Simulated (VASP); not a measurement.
# Ga2O3 (C2/m) in VASP: single point with PBE

Aim: the single point of Ga2O3 with PBE.

All numbers are computed with VASP 6.6.1; they aren't measurements. Logs are shortened: lines on timing, memory, paths and dates and some standing lists are left out, and cuts for length are marked.

**1. The cell of the first run**

It takes space group C2/m (No. 12, monoclinic). Conventional cell: a = 12.454 Å, b = 3.083 Å, c = 5.878 Å, α = 90.00°, β = 103.70°, γ = 90.00°. Ga (site symmetry m) has 6 O at 1.97 to 2.11 Å within 2.6 Å. Within 2.5 Å of Ga (site symmetry m) lie 4 O at 1.86 to 1.90 Å. Within 2.5 Å of O (site symmetry m) lie 3 Ga at 1.86 to 1.97 Å. Within 2.5 Å of O (site symmetry m) lie 4 Ga at 1.90 to 2.11 Å. Within 2.5 Å of O (site symmetry m) lie 3 Ga at 1.86 to 1.97 Å.

**2. Single point, PBE**

Contents of INCAR:

```
SYSTEM = Ga2O3
PREC = Accurate
ENCUT = 520
EDIFF = 1E-7
ISMEAR = 0
SIGMA = 0.02
LREAL = Auto
LASPH = .True.
NELM = 60
ALGO = Normal
ISIF = 2
LWAVE = .False.
LCHARG = .False.
GGA = PE
NBANDS = 202
KPAR = 2
NCORE = 2
```

Contents of KPOINTS:

```
Automatic mesh
0
Gamma
  2 2 2
  0.5 0.5 0.5
```

Contents of POSCAR:

```
Ga2O3
1.0
   -4.8290928649     -1.5416333701     -5.7151521778
   -6.2270640138      4.6249001104     -0.0062293264
    1.3979711490      6.1665334805     -5.7089228514
Ga O
16 24
Direct
    0.6509655799      0.6660407054      0.6632108659
    0.9009655799      0.4160407054      0.4132108659
    0.1509655799      0.1660407054      0.1632108659
    0.4009655799      0.9160407054      0.9132108659
    0.5990344201      0.0839592946      0.0867891341
    0.8490344201      0.8339592946      0.8367891341
    0.0990344201      0.5839592946      0.5867891341
    0.3490344201      0.3339592946      0.3367891341
    0.4648084014      0.7150436809      0.3299193397
    0.7148084014      0.4650436809      0.0799193397
    0.9648084014      0.2150436809      0.8299193397
    0.2148084014      0.9650436809      0.5799193397
    0.7851915986      0.0349563191      0.4200806603
    0.0351915986      0.7849563191      0.1700806603
    0.2851915986      0.5349563191      0.9200806603
    0.5351915986      0.2849563191      0.6700806603
    0.5003632193      0.4916869295      0.7563256077
    0.7503632193      0.2416869295      0.5063256077
    0.0003632193      0.9916869295      0.2563256077
    0.2503632193      0.7416869295      0.0063256077
    0.7496367807      0.2583130705      0.9936743923
    0.9996367807      0.0083130705      0.7436743923
    0.2496367807      0.7583130705      0.4936743923
    0.4996367807      0.5083130705      0.2436743923
    0.4124402620      0.9349517816      0.1518962293
    0.6624402620      0.6849517816      0.9018962293
    0.9124402620      0.4349517816      0.6518962293
    0.1624402620      0.1849517816      0.4018962293
    0.8375597380      0.8150482184      0.5981037707
    0.0875597380      0.5650482184      0.3481037707
    0.3375597380      0.3150482184      0.0981037707
    0.5875597380      0.0650482184      0.8481037707
    0.0727681928      0.6002147927      0.8180309537
    0.3227681928      0.3502147927      0.5680309537
    0.5727681928      0.1002147927      0.3180309537
    0.8227681928      0.8502147927      0.0680309537
    0.1772318072      0.1497852073      0.9319690463
    0.4272318072      0.8997852073      0.6819690463
    0.6772318072      0.6497852073      0.4319690463
    0.9272318072      0.3997852073      0.1819690463
```

Potentials or basis: VASP PAW PBE potentials, release 64 (Ga_d, O).

Run with:

```bash
$ cat potpaw_PBE.64/Ga_d/POTCAR potpaw_PBE.64/O/POTCAR > POTCAR
$ mpirun -np 4 vasp_std > vasp.out
```

OUTCAR:

```text
SYSTEM = Ga2O3
   PREC = Accurate
   ENCUT = 520
   EDIFF = 1E-7
   ISMEAR = 0
   LREAL = Auto
   LASPH = .True.
   NELM = 60
   ISIF = 2
   GGA = PE

 ion  position               nearest neighbor table
   1  0.651  0.666  0.663-  38 1.97  39 1.97  17 1.97  29 2.04  27 2.11  26 2.11
   2  0.901  0.416  0.413-  39 1.97  40 1.97  18 1.97  30 2.04  28 2.11  27 2.11
   3  0.151  0.166  0.163-  40 1.97  37 1.97  19 1.97  31 2.04  25 2.11  28 2.11
   4  0.401  0.916  0.913-  37 1.97  38 1.97  20 1.97  32 2.04  26 2.11  25 2.11
   5  0.599  0.084  0.087-  36 1.97  35 1.97  21 1.97  25 2.04  31 2.11  32 2.11
   6  0.849  0.834  0.837-  33 1.97  36 1.97  22 1.97  26 2.04  32 2.11  29 2.11
   7  0.099  0.584  0.587-  34 1.97  33 1.97  23 1.97  27 2.04  29 2.11  30 2.11
   8  0.349  0.334  0.337-  35 1.97  34 1.97  24 1.97  28 2.04  30 2.11  31 2.11
   9  0.465  0.715  0.330-  39 1.86  23 1.86  24 1.86  25 1.90
  10  0.715  0.465  0.080-  40 1.86  24 1.86  21 1.86  26 1.90
  11  0.965  0.215  0.830-  37 1.86  21 1.86  22 1.86  27 1.90
  12  0.215  0.965  0.580-  38 1.86  22 1.86  23 1.86  28 1.90
  13  0.785  0.035  0.420-  35 1.86  19 1.86  18 1.86  29 1.90
  14  0.035  0.785  0.170-  36 1.86  20 1.86  19 1.86  30 1.90
  15  0.285  0.535  0.920-  33 1.86  17 1.86  20 1.86  31 1.90
  16  0.535  0.285  0.670-  34 1.86  18 1.86  17 1.86  32 1.90
  17  0.500  0.492  0.756-  15 1.86  16 1.86   1 1.97
[... 9 lines left out ...]
  27  0.912  0.435  0.652-  11 1.90   7 2.04   1 2.11   2 2.11
  28  0.162  0.185  0.402-  12 1.90   8 2.04   2 2.11   3 2.11
  29  0.838  0.815  0.598-  13 1.90   1 2.04   7 2.11   6 2.11
  30  0.088  0.565  0.348-  14 1.90   2 2.04   8 2.11   7 2.11
  31  0.338  0.315  0.098-  15 1.90   3 2.04   5 2.11   8 2.11
  32  0.588  0.065  0.848-  16 1.90   4 2.04   6 2.11   5 2.11
  33  0.073  0.600  0.818-  15 1.86   6 1.97   7 1.97
  34  0.323  0.350  0.568-  16 1.86   7 1.97   8 1.97
  35  0.573  0.100  0.318-  13 1.86   8 1.97   5 1.97
  36  0.823  0.850  0.068-  14 1.86   5 1.97   6 1.97
  37  0.177  0.150  0.932-  11 1.86   4 1.97   3 1.97
  38  0.427  0.900  0.682-  12 1.86   1 1.97   4 1.97
  39  0.677  0.650  0.432-   9 1.86   2 1.97   1 1.97
  40  0.927  0.400  0.182-  10 1.86   3 1.97   2 1.97

  LATTYP: Found a triclinic cell.
 ALAT       =    21.5741123637
 B/A-ratio  =     1.1216864181
 C/A-ratio  =     0.8997290786
 COS(alpha) =     0.0002823934
 COS(beta)  =     0.5388285089
 COS(gamma) =     0.8414553718

  Lattice vectors:

 A1 = ( -18.6811920416, -10.7914335908,  -0.0186879792)
 A2 = ( -23.5102849064,   0.0000000001,  -5.7338401570)
 A3 = (  -1.3979711491, -18.4996004415,   5.7089228514)

Analysis of symmetry for initial positions (statically):
=====================================================================
 Subroutine PRICEL returns following result:

  LATTYP: Found a base centered monoclinic cell.
 ALAT       =    12.4541342593
 B/A-ratio  =     0.2475697368
 C/A-ratio  =     0.4719392708
 COS(beta)  =    -0.2368757027

  Lattice vectors:

 A1 = (  -6.2270640138,  -1.5416333701,  -0.0062293264)
 A2 = (  -6.2270640138,   1.5416333702,  -0.0062293264)
 A3 = (   1.3979711489,   0.0000000000,  -5.7089228514)

   4 primitive cells build up your supercell.

 Routine SETGRP: Setting up the symmetry group for a
 triclinic supercell.

 Subroutine GETGRP returns: Found  2 space group operations
 (whereof  2 operations were pure point group operations)
 out of a pool of  2 trial point group operations.

The static configuration has the point symmetry S_2 .

Analysis of symmetry for dynamics (positions and initial velocities):
=====================================================================
 Subroutine PRICEL returns following result:

  LATTYP: Found a base centered monoclinic cell.
 ALAT       =    12.4541342593
 B/A-ratio  =     0.2475697368
 C/A-ratio  =     0.4719392708
 COS(beta)  =    -0.2368757027

  Lattice vectors:

 A1 = (  -6.2270640138,  -1.5416333701,  -0.0062293264)
 A2 = (  -6.2270640138,   1.5416333702,  -0.0062293264)
 A3 = (   1.3979711489,   0.0000000000,  -5.7089228514)

   4 primitive cells build up your supercell.

 Routine SETGRP: Setting up the symmetry group for a
[... 25 lines left out ...]

  position of ions in fractional coordinates (direct lattice)
     0.658503143  0.658503143  0.314176446
     0.341496857  0.341496857  0.685823554
     0.089926041  0.089926041  0.794727741
     0.910073959  0.910073959  0.205272259
     0.496025074  0.496025074  0.256688827
     0.503974926  0.503974926  0.743311173
     0.173696022  0.173696022  0.564336491
     0.826303978  0.826303978  0.435663509
     0.836491493  0.836491493  0.890799147
     0.163508507  0.163508507  0.109200853

  ion indices of the primitive-cell ions
   primitive index   ion index
                 1           1
                 2           6
                 3           9
                 4          16
                 5          17
                 6          23
                 7          26
                 8          29
                 9          33
                10          39

----------------------------------------------------------------------------------------

 KPOINTS: Automatic mesh

Automatic generation of k-mesh.
 Grid dimensions read from file:
 generate k-points for:    2    2    2

 Generating k-lattice:

  Cartesian coordinates                     Fractional coordinates (reciprocal lattice)
    -0.030059328 -0.040541416 -0.051151869     0.500000000 -0.000000000  0.000000000
    -0.050215670  0.040541416  0.031494548     0.000000000  0.500000000  0.000000000
     0.030146920  0.040541416 -0.036408878     0.000000000  0.000000000  0.500000000

  Length of vectors
     0.071858773  0.071813136  0.062273988

  Shift w.r.t. Gamma in fractional coordinates (k-lattice)
     0.500000000  0.500000000  0.500000000

 Subroutine IBZKPT returns following result:
 ===========================================

 Found      4 irreducible k-points:

 Following reciprocal coordinates:
            Coordinates               Weight
  0.250000  0.250000  0.250000      2.000000
 -0.250000  0.250000  0.250000      2.000000
  0.250000 -0.250000  0.250000      2.000000
 -0.250000 -0.250000  0.250000      2.000000
   k-points           NKPTS =      4   k-points in BZ     NKDIM =      4   number of bands    NBANDS=    202
   number of dos      NEDOS =    301   number of ions     NIONS =     40
   total plane-waves  NPLWV = 230400
   dimension x,y,z NGX =    60 NGY =   60 NGZ =   64
   dimension x,y,z NGXF=   120 NGYF=  120 NGZF=  128
   ions per type =              16  24
   NGX,Y,Z   is equivalent  to a cutoff of  13.06, 12.86, 12.49 a.u.
   NGXF,Y,Z  is equivalent  to a cutoff of  26.11, 25.72, 24.98 a.u.
 SYSTEM =  Ga2O3
   PREC   = accura    normal or accurate (medium, high low for compatibility)
   ISTART =      0    job   : 0-new  1-cont  2-samecut
   ICHARG =      2    charge: 1-file 2-atom 10-const
   ISPIN  =      1    spin polarized calculation?
   LNONCOLLINEAR =      F non collinear calculations
   LSORBIT =      F    spin-orbit coupling
   LASPH  =      T    aspherical Exc in radial PAW
   ENCUT  =  520.0 eV  38.22 Ry    6.18 a.u.  14.20 14.42 15.84*2*pi/ulx,y,z
   NELM   =     60;   NELMIN=  2; NELMDL= -5     # of ELM steps
   EDIFF  = 0.1E-06   stopping-criterion for ELM
   LREAL  =      T    real-space projection
   EDIFFG = 0.1E-05   stopping-criterion for IOM
   NSW    =      0    number of steps for IOM
   IBRION =     -1    ionic relax: 0-MD 1-quasi-New 2-CG
   NFREE  =      0    steps in history (QN), initial steepest desc. (CG)
   ISIF   =      2    stress and relaxation
   ISYM   =      2    0-nonsym 1-usesym 2-fastsym
   POTIM  = 0.5000    time-step for ionic-motion
   TEBEG  =    0.0;   TEEND  =   0.0 temperature during run
   PSTRESS=    0.0 pullay stress
   NELECT =     352.0000    total number of electrons
   NUPDOWN=      -1.0000    fix difference up-down
   EMIN   =  10.00;   EMAX   =-10.00  energy-range for DOS
   EFERMI =   0.00;   METHOD = LEGACY
   ISMEAR =     0;   SIGMA  =   0.02  broadening in eV -4-tet -1-fermi 0-gaus
   EFERMI_NEDOS =   21; number of points for ismear=-14 and -15
   IALGO  =     38    algorithm
   IMIX   =      4    mixing-type and parameters
     AMIX     =   0.40;   BMIX     =  1.00
     AMIX_MAG =   1.60;   BMIX_MAG =  1.00
  volume/ion in A,a.u.               =      10.96        73.99
  Fermi-wavevector in a.u.,A,eV,Ry     =   1.521426  2.875078 31.493895  2.314736
  Thomas-Fermi vector in A             =   2.630142
   LORBIT       =      0    0 simple, 1 ext, 2 COOP (PROOUT), +10 PAW based schemes
   GGA     = PE    functional components
   LHFCALC =     F    Hartree Fock is set to
   AEXX    =    0.0000 exact exchange contribution
   IVDW    =     0    specifies the selected vdW correction
   LEPSILON=     F    determine dielectric tensor
   LRPA    =     F    only Hartree local field effects (RPA)
 non-spin polarized calculation
 Gauss-broadening in eV      SIGMA  =   0.02
  energy-cutoff  :      520.00
  volume of cell :      438.55
 maximum number of plane-waves:     11818
 NGX is ok and might be reduce to    60
   NGX = 29   NGY = 29   NGZ = 31

 number of electron     352.0000013 magnetization

 Free energy of the ion-electron system (eV)
  ---------------------------------------------------
  ext. energy  EPLUGINS =         0.00000000
  ---------------------------------------------------
  free energy    TOTEN  =      -238.74436478 eV

  energy without entropy =     -238.74436478  energy(sigma->0) =     -238.74436478

 E-fermi :   3.5020     XC(G=0): -11.3742

 val. band max:        3.3977454793   @ k =   0.2500   0.2500   0.2500
 cond. band min:       6.3423372889   @ k =   0.2500   0.2500   0.2500
 fundamental gap:      2.9445918096
 Fermi energy:         3.5019857021

 k-point     1 :       0.2500    0.2500    0.2500
  band No.  band energies     occupation
      1     -15.0767      2.00000
      2     -14.6038      2.00000
      3     -14.3957      2.00000
      4     -14.3701      2.00000
      5     -14.3156      2.00000
      6     -14.2391      2.00000
[... 753 lines left out ...]
    187       9.9701      0.00000
    188      10.2982      0.00000
 [bands above 188 left out]

------------------------ aborting loop because EDIFF is reached ----------------------------------------

  FORCE on cell =-STRESS in cart. coord.  units (eV):
  Direction    XX          YY          ZZ          XY          YZ          ZX
  --------------------------------------------------------------------------------------
  -------------------------------------------------------------------------------------
  Total        1.5748727      2.0616150      1.6374221      0.0174092      0.0174031      0.0559147
  in kB        5.7536187      7.5318765      5.9821359      0.0636025      0.0635804      0.2042781
  external PRESSURE =       6.4225437 kB  Pullay stress =       0.0000000 kB

 VOLUME and BASIS-vectors are now :
 -----------------------------------------------------------------------------
  energy-cutoff  :      520.00
  volume of cell :      438.55
      direct lattice vectors                 reciprocal lattice vectors
    -4.829092865 -1.541633370 -5.715152178    -0.060118656 -0.081082832 -0.102303738
    -6.227064014  4.624900110 -0.006229326    -0.100431339  0.081082832  0.062989095
     1.397971149  6.166533481 -5.708922851     0.060293841  0.081082832 -0.072817756

 POSITION                                       TOTAL-FORCE (eV/Angst)
 -----------------------------------------------------------------------------------
     -6.36390      6.16653     -7.51074         0.010957     -0.000499      0.003113
     -6.36390      3.08327     -7.51074         0.010957     -0.000499      0.003113
     -1.53481      1.54163     -1.79558         0.010957     -0.000499      0.003113
     -6.36390      9.24980     -7.51074         0.010957     -0.000499      0.003113
     -3.29428      0.00000     -3.91957        -0.010957      0.000499     -0.003113
     -8.12338      7.70817     -9.63472        -0.010957      0.000499     -0.003113
[... 32 lines left out ...]
     -6.71279      4.62490     -6.34061        -0.019261      0.000506      0.015440
     -6.71279      1.54163     -6.34061        -0.019261      0.000506      0.015440
 -----------------------------------------------------------------------------------
    total drift:                               -0.000000     -0.000000      0.000000

  FREE ENERGIE OF THE ION-ELECTRON SYSTEM (eV)
  ---------------------------------------------------
  free  energy   TOTEN  =      -238.7443647836 eV

  energy  without entropy=     -238.7443647836  energy(sigma->0) =     -238.74436478
```

Run time: 5.9 min. Hardware: 4 MPI ranks of Oxide Virtual Turin-like, shared host; peak memory 0.39 GiB.

What came out:

| Item | Value |
| --- | --- |
| Free energy | -238.7444 eV |
| Pressure | 0.6 GPa |
| Largest force | 0.025 eV/Å |
| Band gap on the k mesh | 2.94 eV |

Forces on the atoms (eV/Å):
```
Ga   0.011  0.000  0.003
Ga   0.011  0.000  0.003
Ga   0.011  0.000  0.003
Ga   0.011  0.000  0.003
Ga  -0.011  0.000 -0.003
Ga  -0.011  0.000 -0.003
Ga  -0.011  0.000 -0.003
Ga  -0.011  0.000 -0.003
Ga  -0.003  0.001 -0.004
Ga  -0.003  0.001 -0.004
Ga  -0.003  0.001 -0.004
Ga  -0.003  0.001 -0.004
Ga   0.003 -0.001  0.004
Ga   0.003 -0.001  0.004
Ga   0.003 -0.001  0.004
Ga   0.003 -0.001  0.004
O   -0.003  0.003 -0.007
O   -0.003  0.003 -0.007
O   -0.003  0.003 -0.007
O   -0.003  0.003 -0.007
O    0.003 -0.003  0.007
O    0.003 -0.003  0.007
O    0.003 -0.003  0.007
O    0.003 -0.003  0.007
O    0.009  0.000 -0.001
O    0.009  0.000 -0.001
O    0.009  0.000 -0.001
O    0.009  0.000 -0.001
O   -0.009  0.000  0.001
O   -0.009  0.000  0.001
O   -0.009  0.000  0.001
O   -0.009  0.000  0.001
O    0.019 -0.001 -0.015
O    0.019 -0.001 -0.015
O    0.019 -0.001 -0.015
O    0.019 -0.001 -0.015
O   -0.019  0.001  0.015
O   -0.019  0.001  0.015
O   -0.019  0.001  0.015
O   -0.019  0.001  0.015
```

Stress tensor (GPa, compression positive):
```
0.58 0.01 0.02
0.01 0.75 0.01
0.02 0.01 0.60
```

Caveat: a shifted mesh leaves out Γ, where band edges can lie. A k mesh can miss the band edges.
